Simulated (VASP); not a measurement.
# Si2Mo (P4/mmm) in VASP: further runs, part 2 of 2

VASP 6.6.1. Earlier steps stand in the parts before.

**3. Relaxation of cell and atoms, PBE**

This run uses another cell than the first one, of 19.26 Å³/atom.

Input file INCAR:

```
SYSTEM = Si2Mo
PREC = Accurate ; ENCUT = 600
EDIFF = 1E-7 ; ISMEAR = 0
SIGMA = 0.1 ; LREAL = .FALSE.
LASPH = .TRUE. ; NELM = 80
ALGO = Normal ; ISIF = 3
LWAVE = .FALSE. ; LCHARG = .FALSE.
GGA = PE ; IBRION = 2
NSW = 100 ; EDIFFG = -0.01
```

Input file KPOINTS:

```
Automatic mesh
0
G
  14 14 10
  0 0 0
```

Input file POSCAR:

```
Si2Mo
1.0
    3.4869080984      0.0000000000      0.0000000000
    0.0000000000      3.4869080984      0.0000000000
    0.0000000000      0.0000000000      4.7531821630
Si Mo
2 1
Direct
    0.0000000000      0.0000000000      0.0000000000
    0.5000000000      0.5000000000      0.5000000000
    0.5000000000      0.5000000000      0.0000000000
```

Potentials or basis: VASP PAW PBE potentials, release 64 (Si, Mo_sv).

On the command line:

```bash
cat potpaw_PBE.64/Si/POTCAR potpaw_PBE.64/Mo_sv/POTCAR > POTCAR
mpirun -np 1 vasp_std > vasp.out
```

OUTCAR:

```text
SYSTEM = Si2Mo
   PREC = Accurate
   ENCUT = 600
   EDIFF = 1E-7
   ISMEAR = 0
   LREAL = .FALSE.
   LASPH = .TRUE.
   NELM = 80
   ISIF = 3
   GGA = PE
   IBRION = 2
   NSW = 100
   EDIFFG = -0.01

 ion  position               nearest neighbor table
   1  0.000  0.000  0.000-   3 2.47   3 2.47   3 2.47   3 2.47
   2  0.500  0.500  0.500-   3 2.38   3 2.38
   3  0.500  0.500  0.000-   2 2.38   2 2.38   1 2.47   1 2.47   1 2.47   1 2.47

  LATTYP: Found a simple tetragonal cell.
 ALAT       =     3.4869080984
 C/A-ratio  =     1.3631509718

  Lattice vectors:

 A1 = (   3.4869080984,   0.0000000000,   0.0000000000)
 A2 = (   0.0000000000,   3.4869080984,   0.0000000000)
 A3 = (   0.0000000000,   0.0000000000,   4.7531821630)

Analysis of symmetry for initial positions (statically):
=====================================================================
 Subroutine PRICEL returns:
 Original cell was already a primitive cell.

 Routine SETGRP: Setting up the symmetry group for a
 simple tetragonal supercell.

 Subroutine GETGRP returns: Found 16 space group operations
 (whereof 16 operations were pure point group operations)
 out of a pool of 16 trial point group operations.

The static configuration has the point symmetry D_4h.

Analysis of symmetry for dynamics (positions and initial velocities):
=====================================================================
 Subroutine PRICEL returns:
 Original cell was already a primitive cell.

 Routine SETGRP: Setting up the symmetry group for a
 simple tetragonal supercell.

 Subroutine GETGRP returns: Found 16 space group operations
 (whereof 16 operations were pure point group operations)
 out of a pool of 16 trial point group operations.

The dynamic configuration has the point symmetry D_4h.

 Subroutine INISYM returns: Found 16 space group operations
 (whereof 16 operations are pure point group operations),
 and found     1 'primitive' translations

----------------------------------------------------------------------------------------

                                     Primitive cell

[... 138 lines left out ...]
  ext. energy  EPLUGINS =         0.00000000
  ---------------------------------------------------
  free energy    TOTEN  =       -20.46724876 eV

  energy without entropy =      -20.46003573  energy(sigma->0) =      -20.46364225

------------------------ aborting loop because EDIFF is reached ----------------------------------------

  FORCE on cell =-STRESS in cart. coord.  units (eV):
  Direction    XX          YY          ZZ          XY          YZ          ZX
  --------------------------------------------------------------------------------------
  -------------------------------------------------------------------------------------
  Total        0.0848357      0.0848357      0.2506128      0.0000000     -0.0000000     -0.0000000
  in kB        2.3519278      2.3519278      6.9478173      0.0000000     -0.0000000     -0.0000000
  external PRESSURE =       3.8838910 kB  Pullay stress =       0.0000000 kB
[... 61 lines left out ...]
--------------------------------------- Ionic step        3  -------------------------------------------

 number of electron      22.0000003 magnetization

 Free energy of the ion-electron system (eV)
  ---------------------------------------------------
  ext. energy  EPLUGINS =         0.00000000
  ---------------------------------------------------
  free energy    TOTEN  =       -20.46753481 eV

  energy without entropy =      -20.46019018  energy(sigma->0) =      -20.46386249

 E-fermi :   7.4368     XC(G=0): -10.4590

 val. band max:        7.4367539310   @ k =   0.1429   0.0000   0.0000
 cond. band min:       7.4438266841   @ k =   0.1429   0.1429   0.0000
 fundamental gap:      0.0070727531
 Fermi energy:         7.4367888134

 k-point     1 :       0.0000    0.0000    0.0000
  band No.  band energies     occupation
      1     -53.1804      2.00000
      2     -27.4116      2.00000
      3     -27.4116      2.00000
      4     -27.2194      2.00000
      5      -3.1651      2.00000
      6       0.0612      2.00000
      7       4.4159      2.00000
      8       4.4654      2.00000
      9       6.6016      2.00000
     10       7.0689      2.00000
     11       7.0689      2.00000
     12       8.0498      0.00000
     13       8.0498      0.00000
     14       9.3823      0.00000
[... 401 lines left out ...]
      2     -27.4964      2.00000
      3     -27.4447      2.00000
      4     -27.2081      2.00000
      5      -1.2530      2.00000
      6       0.3718      2.00000
      7       3.4197      2.00000
      8       4.1295      2.00000
      9       4.5402      2.00000
     10       6.2302      2.00000
     11       7.1667      1.99987
     12       8.0836      0.00000
     13       8.2738      0.00000
     14       8.9192      0.00000
     15      10.5773      0.00000

 [... further k-points ...]

------------------------ aborting loop because EDIFF is reached ----------------------------------------

  FORCE on cell =-STRESS in cart. coord.  units (eV):
  Direction    XX          YY          ZZ          XY          YZ          ZX
  --------------------------------------------------------------------------------------
  -------------------------------------------------------------------------------------
  Total        0.0010733      0.0010733      0.0043084      0.0000000     -0.0000000      0.0000000
  in kB        0.0296603      0.0296603      0.1190658      0.0000000     -0.0000000      0.0000000
  external PRESSURE =       0.0594621 kB  Pullay stress =       0.0000000 kB
[... 18 lines left out ...]
  FREE ENERGIE OF THE ION-ELECTRON SYSTEM (eV)
  ---------------------------------------------------
  free  energy   TOTEN  =       -20.4675348096 eV

  energy  without entropy=      -20.4601901764  energy(sigma->0) =      -20.46386249

 reached required accuracy - stopping structural energy minimisation
```

CONTCAR:

```text
Si2Mo
   1.00000000000000
     3.4891319121070188   -0.0000000000000000   -0.0000000000000000
     0.0000000000000000    3.4891319121070188   -0.0000000000000000
     0.0000000000000000   -0.0000000000000000    4.7621371873235168
  Si              Mo
     2     1
Direct
     0.0000000000000000    0.0000000000000000    0.0000000000000000
     0.5000000000000000    0.5000000000000000    0.5000000000000000
     0.5000000000000000    0.5000000000000000    0.0000000000000000

  0.00000000E+00  0.00000000E+00  0.00000000E+00
  0.00000000E+00  0.00000000E+00  0.00000000E+00
  0.00000000E+00  0.00000000E+00  0.00000000E+00
```

Run time: 8.4 min. Hardware: 1 thread of Intel Xeon 8259CL, shared host; peak memory 0.37 GiB.

Results:

| Item | Value |
| --- | --- |
| Free energy | -20.4675 eV |
| Relaxed volume | 19.32 Å³/atom |
| Relaxed cell | a = 3.489 Å, b = 3.489 Å, c = 4.762 Å, α = 90.00°, β = 90.00°, γ = 90.00° |
| Space group after relaxing (to 0.1 Å) | P4/mmm (No. 123) |
| Energy gained by relaxing | 0.1 meV/atom |
| Ionic steps | 3 |
| Pressure after relaxing | 0.0 GPa |
| Band gap on the k mesh | zero (bands 11 and 12 overlap by 1.55 eV) |

The path:
| step | energy change (eV) | largest force (eV/Å) | pressure (GPa) | volume (Å³) |
| --- | --- | --- | --- | --- |
| 1 | 0.0000 | 0.0000 | 0.39 | 57.79 |
| 2 | 0.0001 | 0.0000 | -0.42 | 58.18 |
| 3 | -0.0003 | 0.0000 | 0.01 | 57.97 |

Final structure:
```yaml
crystal:
  lattice:
    - [3.48913, 0.00000, 0.00000]
    - [0.00000, 3.48913, 0.00000]
    - [0.00000, 0.00000, 4.76214]
  atoms:
    - { symbol: Si, position: [0.00000, 0.00000, 0.00000] }
    - { symbol: Si, position: [0.50000, 0.50000, 0.50000] }
    - { symbol: Mo, position: [0.50000, 0.50000, 0.00000] }
```
